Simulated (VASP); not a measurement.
# SnTe (Fm-3m) in VASP: a series of runs

The runs below take SnTe through relaxation of cell and atoms, with LDA.

Everything below comes from runs of VASP 6.6.1. Logs are shortened: lines on timing, memory, paths and dates and some standing lists are left out, and cuts for length are marked.

**1. The cell of the first run**

The structure is cubic, space group Fm-3m (No. 225). The conventional cell has a = 6.302 Å, b = 6.302 Å, c = 6.302 Å, α = 90.00°, β = 90.00°, γ = 90.00°. Within 4.1 Å of Sn (site symmetry m-3m) lie 6 Te at 3.15 Å. Te (site symmetry m-3m) has 6 Sn at 3.15 Å within 4.1 Å.

**2. Relaxation of cell and atoms, LDA, target pressure 2 GPa, at which the enthalpy is minimised**

File INCAR:

```
ALGO = Normal
EDIFF = 1E-7
EDIFFG = -0.01
ENCUT = 500
GGA_COMPAT = False
IBRION = 2
ISIF = 3
ISMEAR = 0
LASPH = True
LCHARG = False
LREAL = False
LWAVE = False
NELM = 120
NELMIN = 4
NSW = 80
PREC = Accurate
PSTRESS = 20.0
SIGMA = 0.01
```

File KPOINTS:

```
k-points
0
Gamma
  6 6 6
```

File POSCAR:

```
SnTe
1.0
    0.0000000000      3.1508500000      3.1508500000
    3.1508500000      0.0000000000      3.1508500000
    3.1508500000      3.1508500000      0.0000000000
Sn Te
1 1
Direct
    0.0000000000      0.0000000000      0.0000000000
    0.5000000000      0.5000000000      0.5000000000
```

Potentials or basis: VASP PAW LDA potentials, release 64 (Sn_d, Te).

The run is started by

```
> cat potpaw_LDA.64/Sn_d/POTCAR potpaw_LDA.64/Te/POTCAR > POTCAR
> mpirun -np 1 vasp_std > vasp.out
```

OUTCAR:

```text
EDIFF = 1E-7
   EDIFFG = -0.01
   ENCUT = 500
   IBRION = 2
   ISIF = 3
   ISMEAR = 0
   LASPH = True
   LREAL = False
   NELM = 120
   NELMIN = 4
   NSW = 80
   PREC = Accurate
   PSTRESS = 20.0

 ion  position               nearest neighbor table
   1  0.000  0.000  0.000-   2 3.15   2 3.15   2 3.15   2 3.15   2 3.15   2 3.15
   2  0.500  0.500  0.500-   1 3.15   1 3.15   1 3.15   1 3.15   1 3.15   1 3.15

  LATTYP: Found a face centered cubic cell.
 ALAT       =     6.3017000000

  Lattice vectors:

 A1 = (   0.0000000000,   3.1508500000,   3.1508500000)
 A2 = (   3.1508500000,   0.0000000000,   3.1508500000)
 A3 = (   3.1508500000,   3.1508500000,   0.0000000000)

Analysis of symmetry for initial positions (statically):
=====================================================================
 Subroutine PRICEL returns:
 Original cell was already a primitive cell.

 Routine SETGRP: Setting up the symmetry group for a
 face centered cubic supercell.

 Subroutine GETGRP returns: Found 48 space group operations
 (whereof 48 operations were pure point group operations)
 out of a pool of 48 trial point group operations.

The static configuration has the point symmetry O_h .

Analysis of symmetry for dynamics (positions and initial velocities):
=====================================================================
 Subroutine PRICEL returns:
 Original cell was already a primitive cell.

 Routine SETGRP: Setting up the symmetry group for a
 face centered cubic supercell.

 Subroutine GETGRP returns: Found 48 space group operations
 (whereof 48 operations were pure point group operations)
 out of a pool of 48 trial point group operations.

The dynamic configuration has the point symmetry O_h .

 Subroutine INISYM returns: Found 48 space group operations
 (whereof 48 operations are pure point group operations),
 and found     1 'primitive' translations

----------------------------------------------------------------------------------------

                                     Primitive cell

  volume of cell :      62.5624

  direct lattice vectors                    reciprocal lattice vectors
     0.000000000  3.150850000  3.150850000    -0.158687338  0.158687338  0.158687338
     3.150850000  0.000000000  3.150850000     0.158687338 -0.158687338  0.158687338
     3.150850000  3.150850000  0.000000000     0.158687338  0.158687338 -0.158687338

  length of vectors
     4.455974803  4.455974803  4.455974803     0.274854533  0.274854533  0.274854533

  position of ions in fractional coordinates (direct lattice)
     0.000000000  0.000000000  0.000000000
     0.500000000  0.500000000  0.500000000

  ion indices of the primitive-cell ions
   primitive index   ion index
                 1           1
                 2           2

----------------------------------------------------------------------------------------

 KPOINTS: k-points

Automatic generation of k-mesh.
 Grid dimensions read from file:
 generate k-points for:    6    6    6

 Generating k-lattice:

  Cartesian coordinates                     Fractional coordinates (reciprocal lattice)
    -0.026447890  0.026447890  0.026447890     0.166666667  0.000000000  0.000000000
     0.026447890 -0.026447890  0.026447890     0.000000000  0.166666667  0.000000000
     0.026447890  0.026447890 -0.026447890     0.000000000  0.000000000  0.166666667

  Length of vectors
     0.045809089  0.045809089  0.045809089

  Shift w.r.t. Gamma in fractional coordinates (k-lattice)
     0.000000000  0.000000000  0.000000000

 Subroutine IBZKPT returns following result:
 ===========================================

 Found     16 irreducible k-points:

 Following reciprocal coordinates:
            Coordinates               Weight
  0.000000  0.000000  0.000000      1.000000
  0.166667  0.000000  0.000000      8.000000
  0.333333  0.000000  0.000000      8.000000
  0.500000  0.000000  0.000000      4.000000
  0.166667  0.166667  0.000000      6.000000
  0.333333  0.166667  0.000000     24.000000
[... 8 lines left out ...]
 -0.333333  0.333333  0.166667     24.000000
 -0.333333  0.500000  0.166667     12.000000
   k-points           NKPTS =     16   k-points in BZ     NKDIM =     16   number of bands    NBANDS=     14
   number of dos      NEDOS =    301   number of ions     NIONS =      2
   total plane-waves  NPLWV =  32768
   dimension x,y,z NGX =    32 NGY =   32 NGZ =   32
   dimension x,y,z NGXF=    64 NGYF=   64 NGZF=   64
   ions per type =               1   1
   NGX,Y,Z   is equivalent  to a cutoff of  11.94, 11.94, 11.94 a.u.
   NGXF,Y,Z  is equivalent  to a cutoff of  23.88, 23.88, 23.88 a.u.
 SYSTEM =  unknown system
   PREC   = accura    normal or accurate (medium, high low for compatibility)
   ISTART =      0    job   : 0-new  1-cont  2-samecut
   ICHARG =      2    charge: 1-file 2-atom 10-const
   ISPIN  =      1    spin polarized calculation?
   LNONCOLLINEAR =      F non collinear calculations
   LSORBIT =      F    spin-orbit coupling
   LASPH  =      T    aspherical Exc in radial PAW
   ENCUT  =  500.0 eV  36.75 Ry    6.06 a.u.   8.12  8.12  8.12*2*pi/ulx,y,z
   NELM   =    120;   NELMIN=  4; NELMDL= -5     # of ELM steps
   EDIFF  = 0.1E-06   stopping-criterion for ELM
   LREAL  =      F    real-space projection
   EDIFFG = -.1E-01   stopping-criterion for IOM
   NSW    =     80    number of steps for IOM
   IBRION =      2    ionic relax: 0-MD 1-quasi-New 2-CG
   NFREE  =      1    steps in history (QN), initial steepest desc. (CG)
   ISIF   =      3    stress and relaxation
   ISYM   =      2    0-nonsym 1-usesym 2-fastsym
   POTIM  = 0.5000    time-step for ionic-motion
   TEBEG  =    0.0;   TEEND  =   0.0 temperature during run
   PSTRESS=   20.0 pullay stress
   NELECT =      20.0000    total number of electrons
   NUPDOWN=      -1.0000    fix difference up-down
   EMIN   =  10.00;   EMAX   =-10.00  energy-range for DOS
   EFERMI =   0.00;   METHOD = LEGACY
   ISMEAR =     0;   SIGMA  =   0.01  broadening in eV -4-tet -1-fermi 0-gaus
   EFERMI_NEDOS =   21; number of points for ismear=-14 and -15
   IALGO  =     38    algorithm
   IMIX   =      4    mixing-type and parameters
     AMIX     =   0.40;   BMIX     =  1.00
     AMIX_MAG =   1.60;   BMIX_MAG =  1.00
  volume/ion in A,a.u.               =      31.28       211.10
  Fermi-wavevector in a.u.,A,eV,Ry     =   1.119387  2.115336 17.048485  1.253028
  Thomas-Fermi vector in A             =   2.256026
   LORBIT       =      0    0 simple, 1 ext, 2 COOP (PROOUT), +10 PAW based schemes
   GGA     = CA    functional components
   LHFCALC =     F    Hartree Fock is set to
   AEXX    =    0.0000 exact exchange contribution
   IVDW    =     0    specifies the selected vdW correction
   LEPSILON=     F    determine dielectric tensor
   LRPA    =     F    only Hartree local field effects (RPA)
 conjugate gradient relaxation of ions
 non-spin polarized calculation
 Gauss-broadening in eV      SIGMA  =   0.01
  energy-cutoff  :      500.00
  volume of cell :       62.56
 maximum number of plane-waves:      1639
   NGX = 17   NGY = 17   NGZ = 17

--------------------------------------- Ionic step        1  -------------------------------------------

 number of electron      20.0000011 magnetization

 Free energy of the ion-electron system (eV)
  ---------------------------------------------------
  ext. energy  EPLUGINS =         0.00000000
  ---------------------------------------------------
  free energy    TOTEN  =        -8.82529839 eV

  energy without entropy =       -8.82529839  energy(sigma->0) =       -8.82529839

 E-fermi :   6.7529     XC(G=0):  -9.7425

 val. band max:        6.6802859046   @ k =   0.5000   0.0000   0.0000
 cond. band min:       6.7977383444   @ k =   0.5000   0.0000   0.0000
 fundamental gap:      0.1174524399
 Fermi energy:         6.7529377010

 k-point     1 :       0.0000    0.0000    0.0000
  band No.  band energies     occupation
      1     -15.0723      2.00000
      2     -15.0723      2.00000
      3     -15.0628      2.00000
      4     -15.0628      2.00000
      5     -15.0628      2.00000
      6      -6.0865      2.00000
      7       1.9358      2.00000
      8       4.6099      2.00000
      9       4.6099      2.00000
     10       4.6099      2.00000
     11      10.0163      0.00000
     12      10.0163      0.00000
     13      10.0163      0.00000
     14      11.5106      0.00000

 k-point     2 :       0.1667    0.0000    0.0000
  band No.  band energies     occupation
      1     -15.0734      2.00000
      2     -15.0734      2.00000
      3     -15.0623      2.00000
      4     -15.0612      2.00000
      5     -15.0612      2.00000
      6      -5.8553      2.00000
      7       0.8550      2.00000
      8       4.6552      2.00000
      9       4.6552      2.00000
     10       5.3179      2.00000
     11       8.9936      0.00000
     12       8.9936      0.00000
     13       9.0226      0.00000
     14      11.4720      0.00000
[... 287 lines left out ...]
 VOLUME and BASIS-vectors are now :
 -----------------------------------------------------------------------------
  energy-cutoff  :      500.00
  volume of cell :       56.54
      direct lattice vectors                 reciprocal lattice vectors
    -0.000000000  3.046253995  3.046253995    -0.164136018  0.164136018  0.164136018
     3.046253995  0.000000000  3.046253995     0.164136018 -0.164136018  0.164136018
     3.046253995  3.046253995 -0.000000000     0.164136018  0.164136018 -0.164136018

 POSITION                                       TOTAL-FORCE (eV/Angst)
 -----------------------------------------------------------------------------------
     -0.00000      3.04625      3.04625         0.000000      0.000000      0.000000
      3.04625      3.04625      3.04625        -0.000000     -0.000000     -0.000000
 -----------------------------------------------------------------------------------
    total drift:                               -0.000000     -0.000000     -0.000000

  FREE ENERGIE OF THE ION-ELECTRON SYSTEM (eV)
  ---------------------------------------------------
  free  energy   TOTEN  =        -8.7822418548 eV

  energy  without entropy=       -8.7822418548  energy(sigma->0) =       -8.78224185

  enthalpy is  TOTEN    =        -8.0764969621 eV   P V=        0.7057448927

--------------------------------------- Ionic step        3  -------------------------------------------

 number of electron      19.9999994 magnetization

 Free energy of the ion-electron system (eV)
  ---------------------------------------------------
  ext. energy  EPLUGINS =         0.00000000
  ---------------------------------------------------
  free energy    TOTEN  =        -8.82199536 eV

  energy without entropy =       -8.82199536  energy(sigma->0) =       -8.82199536

 E-fermi :   7.6206     XC(G=0): -10.0328

 val. band max:        7.5014446649   @ k =   0.5000   0.0000   0.0000
 cond. band min:       7.8162192370   @ k =   0.5000   0.0000   0.0000
 fundamental gap:      0.3147745721
 Fermi energy:         7.6205682079

 k-point     1 :       0.0000    0.0000    0.0000
  band No.  band energies     occupation
      1     -14.2605      2.00000
      2     -14.2605      2.00000
      3     -14.2467      2.00000
      4     -14.2467      2.00000
      5     -14.2467      2.00000
      6      -5.7317      2.00000
      7       3.0707      2.00000
      8       5.2888      2.00000
      9       5.2888      2.00000
     10       5.2888      2.00000
     11      11.0150      0.00000
     12      11.0150      0.00000
     13      11.0150      0.00000
     14      12.2537      0.00000

 k-point     2 :       0.1667    0.0000    0.0000
  band No.  band energies     occupation
      1     -14.2621      2.00000
      2     -14.2621      2.00000
      3     -14.2462      2.00000
      4     -14.2446      2.00000
      5     -14.2446      2.00000
      6      -5.4760      2.00000
      7       1.7182      2.00000
      8       5.3349      2.00000
      9       5.3349      2.00000
     10       6.2041      2.00000
     11       9.8864      0.00000
     12       9.8864      0.00000
     13       9.9666      0.00000
     14      12.2238      0.00000
[... 249 lines left out ...]
 VOLUME and BASIS-vectors are now :
 -----------------------------------------------------------------------------
  energy-cutoff  :      500.00
  volume of cell :       58.57
      direct lattice vectors                 reciprocal lattice vectors
    -0.000000000  3.082397416  3.082397416    -0.162211400  0.162211400  0.162211400
     3.082397416  0.000000000  3.082397416     0.162211400 -0.162211400  0.162211400
     3.082397416  3.082397416 -0.000000000     0.162211400  0.162211400 -0.162211400

 POSITION                                       TOTAL-FORCE (eV/Angst)
 -----------------------------------------------------------------------------------
      0.00000      0.00000      0.00000        -0.000000     -0.000000     -0.000000
      3.08240      3.08240      3.08240         0.000000      0.000000      0.000000
 -----------------------------------------------------------------------------------
    total drift:                                0.000000     -0.000000     -0.000000

  FREE ENERGIE OF THE ION-ELECTRON SYSTEM (eV)
  ---------------------------------------------------
  free  energy   TOTEN  =        -8.8219953589 eV

  energy  without entropy=       -8.8219953589  energy(sigma->0) =       -8.82199536

  enthalpy is  TOTEN    =        -8.0908305096 eV   P V=        0.7311648494

 reached required accuracy - stopping structural energy minimisation
```

Run time: 24 s. Hardware: 1 thread of Intel Xeon Platinum 8375C at 2.90GHz (Ice Lake), shared host; peak memory 0.17 GiB.

What came out:

* Free energy: -8.8220 eV
* Relaxed volume: 29.29 Å³/atom
* Relaxed cell: a = 4.359 Å, b = 4.359 Å, c = 4.359 Å, α = 60.00°, β = 60.00°, γ = 60.00°
* Space group after relaxing (to 0.05 Å): Fm-3m (No. 225)
* Energy change on relaxing (the enthalpy is what falls): +1.7 meV/atom
* Ionic steps: 3
* Pressure after relaxing: 2.0 GPa
* Band gap on the k mesh: 0.31 eV, direct

The path:
```csv
step,energy change (eV),largest force (eV/Å),pressure (GPa),volume (Å³)
1,0.0000,0.0000,-1.52,62.56
2,0.0431,0.0000,4.35,56.54
3,0.0033,0.0000,2.02,58.57
```

Final structure:
```
Sn Te
1.0
     0.00000    3.08240    3.08240
     3.08240    0.00000    3.08240
     3.08240    3.08240    0.00000
Sn Te
1 1
Cartesian
  0.0000 0.0000 0.0000
  3.0824 3.0824 3.0824
```

Levels at points of the mesh, in eV from the valence-band top:
```
           k point  band 8  band 9  band 10  band 11  band 12  band 13
(0.00, 0.00, 0.00)   -2.21   -2.21    -2.21     3.51     3.51     3.51
(0.50, 0.00, 0.00)   -1.84   -1.84     0.00     0.31     0.32     0.32
(0.50, 0.50, 0.00)   -5.96   -3.96    -3.96     2.01     5.27     5.27
```

Caveat: the cell is relaxed towards a set pressure, so the enthalpy falls and the energy may rise; spin-orbit coupling is left out, which moves the levels of the heavy elements.

[end of part 1 of 2]
